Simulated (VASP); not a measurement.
# Ga (Im-3m) in VASP: a series of runs, part 2 of 2

VASP 6.6.1. Earlier steps stand in the parts before.

## (5) Single point, r2SCAN (volume scaled by 0.92)

Contents of POSCAR:

```
Ga
1.0
   -1.6116551785      1.6116551785      1.6116551785
    1.6116551785     -1.6116551785      1.6116551785
    1.6116551785      1.6116551785     -1.6116551785
Ga
1
Direct
    0.0000000000      0.0000000000      0.0000000000
```

Contents of INCAR.step1:

```
ALGO = Normal
EDIFF = 1E-4
ENCUT = 520
GGA = PE
ISMEAR = -1
LASPH = T
LCHARG = F
LREAL = F
LWAVE = T
NBANDS = 12
NELM = 60
PREC = Accurate
SIGMA = 0.1
```

Contents of INCAR.step2:

```
ALGO = Normal
EDIFF = 1E-6
ENCUT = 520
ISIF = 2
ISMEAR = -1
ISTART = 1
LASPH = T
LCHARG = T
LELF = T
LMIXTAU = T
LREAL = F
LVHAR = T
LWAVE = F
METAGGA = R2SCAN
NBANDS = 12
NELM = 60
PREC = Accurate
SIGMA = 0.1
```

Contents of KPOINTS:

```
k-points
0
Gamma
  15 15 15
```

Potentials or basis: VASP PAW PBE potentials, release 64 (Ga_d).

Started as:

```console
$ cat potpaw_PBE.64/Ga_d/POTCAR > POTCAR
$ cp INCAR.step1 INCAR
$ mpirun -np 1 vasp_std > vasp.out
$ cp INCAR.step2 INCAR
$ mpirun -np 1 vasp_std > vasp.out
```

OUTCAR:

```text
EDIFF = 1E-6
   ENCUT = 520
   ISIF = 2
   ISMEAR = -1
   ISTART = 1
   LASPH = T
   LREAL = F
   METAGGA = R2SCAN
   NELM = 60
   PREC = Accurate

 ion  position               nearest neighbor table
   1  0.000  0.000  0.000-

  LATTYP: Found a body centered cubic cell.
 ALAT       =     3.2233103570

  Lattice vectors:

 A1 = (  -1.6116551785,   1.6116551785,   1.6116551785)
 A2 = (   1.6116551785,  -1.6116551785,   1.6116551785)
 A3 = (   1.6116551785,   1.6116551785,  -1.6116551785)

Analysis of symmetry for initial positions (statically):
=====================================================================
 Subroutine PRICEL returns:
 Original cell was already a primitive cell.

 Routine SETGRP: Setting up the symmetry group for a
 body centered cubic supercell.

 Subroutine GETGRP returns: Found 48 space group operations
 (whereof 48 operations were pure point group operations)
 out of a pool of 48 trial point group operations.

The static configuration has the point symmetry O_h .

Analysis of symmetry for dynamics (positions and initial velocities):
=====================================================================
 Subroutine PRICEL returns:
 Original cell was already a primitive cell.

 Routine SETGRP: Setting up the symmetry group for a
 body centered cubic supercell.

 Subroutine GETGRP returns: Found 48 space group operations
 (whereof 48 operations were pure point group operations)
 out of a pool of 48 trial point group operations.

The dynamic configuration has the point symmetry O_h .

 Subroutine INISYM returns: Found 48 space group operations
 (whereof 48 operations are pure point group operations),
 and found     1 'primitive' translations

[... 107 lines left out ...]
   ISMEAR =    -1;   SIGMA  =   0.10  broadening in eV -4-tet -1-fermi 0-gaus
   EFERMI_NEDOS =   21; number of points for ismear=-14 and -15
   IALGO  =     38    algorithm
   IMIX   =      4    mixing-type and parameters
     AMIX     =   0.40;   BMIX     =  1.00
     AMIX_MAG =   1.60;   BMIX_MAG =  1.00
  volume/ion in A,a.u.               =      16.74       113.00
  Fermi-wavevector in a.u.,A,eV,Ry     =   1.504633  2.843343 30.802495  2.263919
  Thomas-Fermi vector in A             =   2.615587
   LORBIT       =      0    0 simple, 1 ext, 2 COOP (PROOUT), +10 PAW based schemes
   METAGGA = R2SCAN    functional components
   LHFCALC =     F    Hartree Fock is set to
   AEXX    =    0.0000 exact exchange contribution
   IVDW    =     0    specifies the selected vdW correction
   LEPSILON=     F    determine dielectric tensor
   LRPA    =     F    only Hartree local field effects (RPA)
 non-spin polarized calculation
  energy-cutoff  :      520.00
  volume of cell :       16.74
 maximum number of plane-waves:       466
 NGX is ok and might be reduce to    24
   NGX = 11   NGY = 11   NGZ = 11

 number of electron      12.9999991 magnetization

 Free energy of the ion-electron system (eV)
  ---------------------------------------------------
  ext. energy  EPLUGINS =         0.00000000
  ---------------------------------------------------
  free energy    TOTEN  =       -11.25627743 eV

  energy without entropy =      -11.24411442  energy(sigma->0) =      -11.25019593

 E-fermi :   6.6607     XC(G=0): -12.9196

 val. band max:        6.6416660940   @ k =  -0.4000   0.4000   0.2000
 cond. band min:       6.7003313443   @ k =   0.2667   0.2667   0.0000
 fundamental gap:      0.0586652503
 Fermi energy:         6.6606690058

 k-point     1 :       0.0000    0.0000    0.0000
  band No.  band energies     occupation
      1      -8.9874      2.00000
      2      -8.9874      2.00000
      3      -8.9874      2.00000
      4      -8.7288      2.00000
      5      -8.7288      2.00000
      6      -6.0306      2.00000
      7      21.6032      0.00000
      8      21.6032      0.00000
      9      21.6033      0.00000
     10      25.8768      0.00000
     11      25.8769      0.00000
     12      25.8770      0.00000
[... 331 lines left out ...]
 k-point    24 :       0.4000    0.2000    0.0000
  band No.  band energies     occupation
      1      -9.0886      2.00000
      2      -8.9927      2.00000
      3      -8.7796      2.00000
      4      -8.7421      2.00000
      5      -8.6462      2.00000
      6       2.7594      2.00000
      7       3.0883      2.00000
      8       9.1697      0.00000
      9      15.1223      0.00000
     10      22.3569      0.00000
     11      26.9372      0.00000
     12      28.2498      0.00000

 [... further k-points ...]
[... 5 lines left out ...]
  --------------------------------------------------------------------------------------
  -------------------------------------------------------------------------------------
  Total        0.5983416      0.5983416      0.5983416      0.0000000      0.0000000     -0.0000000
  in kB       57.2510463     57.2510463     57.2510463      0.0000000      0.0000000     -0.0000000
  external PRESSURE =      57.2510463 kB  Pullay stress =       0.0000000 kB

 VOLUME and BASIS-vectors are now :
 -----------------------------------------------------------------------------
  energy-cutoff  :      520.00
  volume of cell :       16.74
      direct lattice vectors                 reciprocal lattice vectors
    -1.611655178  1.611655178  1.611655178     0.000000000  0.310240060  0.310240060
     1.611655178 -1.611655178  1.611655178     0.310240060  0.000000000  0.310240060
     1.611655178  1.611655178 -1.611655178     0.310240060  0.310240060  0.000000000

 POSITION                                       TOTAL-FORCE (eV/Angst)
 -----------------------------------------------------------------------------------
      0.00000      0.00000      0.00000         0.000000      0.000000      0.000000
 -----------------------------------------------------------------------------------
    total drift:                                0.000000      0.000000      0.000000

  FREE ENERGIE OF THE ION-ELECTRON SYSTEM (eV)
  ---------------------------------------------------
  free  energy   TOTEN  =       -11.2562774331 eV

  energy  without entropy=      -11.2441144204  energy(sigma->0) =      -11.25019593
```

Wall time 52 s (1 thread of Intel Xeon Platinum 8259CL at 2.50GHz (Skylake/Cascade Lake), shared host); peak memory 0.15 GiB.

What came out:

```yaml
Free_energy: -11.2563 eV
Pressure: 5.7 GPa
```

Caveat: the PAW data sets were made with another functional, which shifts forces and pressure a little.

## (6) Single point, r2SCAN (volume scaled by 0.96)

Contents of POSCAR:

```
Ga
1.0
   -1.6346819349      1.6346819349      1.6346819349
    1.6346819349     -1.6346819349      1.6346819349
    1.6346819349      1.6346819349     -1.6346819349
Ga
1
Direct
    0.0000000000      0.0000000000      0.0000000000
```

Contents of INCAR.step1:

```
SYSTEM = Ga
ALGO = Normal
EDIFF = 1E-4
ENCUT = 520
GGA = PE
ISMEAR = -1
LASPH = .True.
LCHARG = .False.
LREAL = .False.
LWAVE = .True.
NBANDS = 12
NELM = 80
PREC = Accurate
SIGMA = 0.1
```

Contents of INCAR.step2:

```
SYSTEM = Ga
ALGO = Normal
EDIFF = 1E-6
ENCUT = 520
ISIF = 2
ISMEAR = -1
ISTART = 1
LASPH = .True.
LCHARG = .True.
LELF = .True.
LMIXTAU = .True.
LREAL = .False.
LVHAR = .True.
LWAVE = .False.
METAGGA = R2SCAN
NBANDS = 12
NELM = 80
PREC = Accurate
SIGMA = 0.1
```

Contents of KPOINTS:

```
k-points
0
Gamma
  15 15 15
  0 0 0
```

Potentials or basis: VASP PAW PBE potentials, release 64 (Ga_d).

Started as:

```console
$ cat potpaw_PBE.64/Ga_d/POTCAR > POTCAR
$ cp INCAR.step1 INCAR
$ mpirun -np 1 vasp_std > vasp.out
$ cp INCAR.step2 INCAR
$ mpirun -np 1 vasp_std > vasp.out
```

OUTCAR:

```text
SYSTEM = Ga
   EDIFF = 1E-6
   ENCUT = 520
   ISIF = 2
   ISMEAR = -1
   ISTART = 1
   LASPH = .True.
   LREAL = .False.
   METAGGA = R2SCAN
   NELM = 80
   PREC = Accurate

 ion  position               nearest neighbor table
   1  0.000  0.000  0.000-

  LATTYP: Found a body centered cubic cell.
 ALAT       =     3.2693638698

  Lattice vectors:

 A1 = (  -1.6346819349,   1.6346819349,   1.6346819349)
 A2 = (   1.6346819349,  -1.6346819349,   1.6346819349)
[... 538 lines left out ...]
     11      25.8842      0.00000
     12      27.3462      0.00000

 [... further k-points ...]

------------------------ aborting loop because EDIFF is reached ----------------------------------------

  FORCE on cell =-STRESS in cart. coord.  units (eV):
  Direction    XX          YY          ZZ          XY          YZ          ZX
  --------------------------------------------------------------------------------------
  -------------------------------------------------------------------------------------
  Total        0.2759563      0.2759563      0.2759563     -0.0000000      0.0000000      0.0000000
  in kB       25.3041105     25.3041105     25.3041105     -0.0000000      0.0000000      0.0000000
  external PRESSURE =      25.3041105 kB  Pullay stress =       0.0000000 kB

 VOLUME and BASIS-vectors are now :
 -----------------------------------------------------------------------------
  energy-cutoff  :      520.00
  volume of cell :       17.47
      direct lattice vectors                 reciprocal lattice vectors
    -1.634681935  1.634681935  1.634681935     0.000000000  0.305869900  0.305869900
     1.634681935 -1.634681935  1.634681935     0.305869900  0.000000000  0.305869900
     1.634681935  1.634681935 -1.634681935     0.305869900  0.305869900  0.000000000

 POSITION                                       TOTAL-FORCE (eV/Angst)
 -----------------------------------------------------------------------------------
      0.00000      0.00000      0.00000         0.000000     -0.000000      0.000000
 -----------------------------------------------------------------------------------
    total drift:                                0.000000      0.000000      0.000000

  FREE ENERGIE OF THE ION-ELECTRON SYSTEM (eV)
  ---------------------------------------------------
  free  energy   TOTEN  =       -11.2741340266 eV

  energy  without entropy=      -11.2617344963  energy(sigma->0) =      -11.26793426
```

OSZICAR.step1:

```text
N       E                     dE             d eps       ncg     rms          rms(c)
DAV:   1     0.428716562908E+02    0.42872E+02   -0.66852E+03  3156   0.191E+03
DAV:   2    -0.857412661282E+00   -0.43729E+02   -0.42163E+02  3036   0.261E+02
DAV:   3    -0.286545772145E+01   -0.20080E+01   -0.20042E+01  3280   0.447E+01
DAV:   4    -0.288092308648E+01   -0.15465E-01   -0.15464E-01  3348   0.412E+00
DAV:   5    -0.288108099314E+01   -0.15791E-03   -0.15790E-03  3316   0.404E-01    0.887E-01
DAV:   6    -0.285635296769E+01    0.24728E-01   -0.37454E-02  3516   0.405E+00    0.438E-01
DAV:   7    -0.285038321314E+01    0.59698E-02   -0.71804E-03  4244   0.146E+00    0.115E-01
DAV:   8    -0.284970514791E+01    0.67807E-03   -0.63036E-04  3200   0.451E-01    0.752E-03
DAV:   9    -0.284970690218E+01   -0.17543E-05   -0.57704E-06  2032   0.392E-02
   1 F= -.28497069E+01 E0= -.28431305E+01  d E =-.131529E-01
```

It took 53 s on 1 thread of Intel Xeon Platinum 8259CL at 2.50GHz (Skylake/Cascade Lake), shared host; peak memory 0.16 GiB.

Results:

| Quantity | Value |
| --- | --- |
| Free energy | -11.2741 eV |
| Pressure | 2.5 GPa |

Levels at points of the mesh, in eV from the Fermi level:
```
           k point  band 2  band 3  band 4  band 5  band 6  band 7  band 8  band 9  band 10  band 11
(0.00, 0.00, 0.00)  -15.58  -15.58  -15.35  -15.35  -12.31   14.35   14.35   14.35    18.74    18.74
```

Caveat: the PAW data sets were made with another functional, which shifts forces and pressure a little.

## (7) Overview

```tsv
cell	k mesh	gap on the mesh (eV)	pressure (GPa)
a = 2.870 Å, angles 109.5°, 1 atom	7 × 7 × 7	none	0.3
a = 2.870 Å, angles 109.5°, 1 atom	13 × 13 × 13	none	0.1
a = 2.750 Å, angles 109.5°, 1 atom	15 × 15 × 15	none	9.9
a = 2.791 Å, angles 109.5°, 1 atom	15 × 15 × 15	none	5.7
a = 2.831 Å, angles 109.5°, 1 atom	15 × 15 × 15	none	2.5
```

Alike in all rows: task single point; level r2SCAN; potentials or basis VASP PAW PBE potentials, release 64 (Ga_d); no spin polarisation; cutoff (eV) 520; smearing fermi-dirac 0.1 eV.

Caveats: some runs use coarse meshes; the PAW data sets were made with another functional, which shifts forces and pressure a little.

Absolute energies hang on the potentials; compare differences alone.
